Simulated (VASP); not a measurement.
Wanted: the native input for a VASP 6.6.1 run.

```
Task                   : single point
Functional             : r2SCAN
Potentials or basis    : VASP PAW PBE potentials, release 64 (Ag)
Cutoff                 : 520 eV
k mesh                 : 18 × 18 × 10
Occupations            : gaussian, width 0.15 eV
Spin                   : no spin polarisation
Dipole correction      : no
Further INCAR settings : ALGO = Normal; EDIFF = 1e-06; NBANDS = 18
```

The system is Ag.

```xyz
2
Lattice="2.9300 0.0000 0.0000 -1.4650 2.5375 0.0000 0.0000 0.0000 4.6104" Properties=species:S:1:pos:R:3 pbc="T T T"
Ag    0.0000    1.6916    1.1526
Ag    1.4650    0.8458    3.4578
```

This cell differs from its parent crystal: strain -0.0375 x Voigt [0, 0, 1, 0, 0, 0].

One way to write it, as run:

POSCAR

```
Ag
1.0
    2.9299980804      0.0000000000      0.0000000000
   -1.4649990402      2.5374527707      0.0000000000
    0.0000000000      0.0000000000      4.6103750000
Ag
2
Direct
    0.3333333333      0.6666666667      0.2500000000
    0.6666666667      0.3333333333      0.7500000000
```

INCAR.step1

```
SYSTEM = Ag
ALGO = Normal
EDIFF = 1E-4
ENCUT = 520
GGA = PE
ISMEAR = 0
LASPH = .TRUE.
LCHARG = .FALSE.
LREAL = .FALSE.
LWAVE = .TRUE.
NBANDS = 18
NELM = 60
PREC = Accurate
SIGMA = 0.15
```

INCAR.step2

```
SYSTEM = Ag
ALGO = Normal
EDIFF = 1E-6
ENCUT = 520
ISIF = 2
ISMEAR = 0
ISTART = 1
LASPH = .TRUE.
LCHARG = .FALSE.
LMIXTAU = .TRUE.
LREAL = .FALSE.
LWAVE = .FALSE.
METAGGA = R2SCAN
NBANDS = 18
NELM = 60
PREC = Accurate
SIGMA = 0.15
```

KPOINTS

```
k-points
0
G
  18 18 10
  0 0 0
```

Potentials or basis: VASP PAW PBE potentials, release 64 (Ag).

Launch:

```bash
$ cat potpaw_PBE.64/Ag/POTCAR > POTCAR
$ cp INCAR.step1 INCAR
$ mpirun -np 1 vasp_std > vasp.out
$ cp INCAR.step2 INCAR
$ mpirun -np 1 vasp_std > vasp.out
```

Results of the run:

```
Pressure               : 1.5 GPa
Band gap on the k mesh : zero (bands 11 and 12 overlap by 7.79 eV)
```

Caveat: the cell differs from its parent crystal (strain -0.0375 x Voigt [0, 0, 1, 0, 0, 0]); the PAW data sets were made with another functional, which shifts forces and pressure a little.

It took 110 s on 1 thread of Intel(R) Xeon(R) 6975P-C (Granite Rapids), on a shared host, peak memory 0.24 GiB.
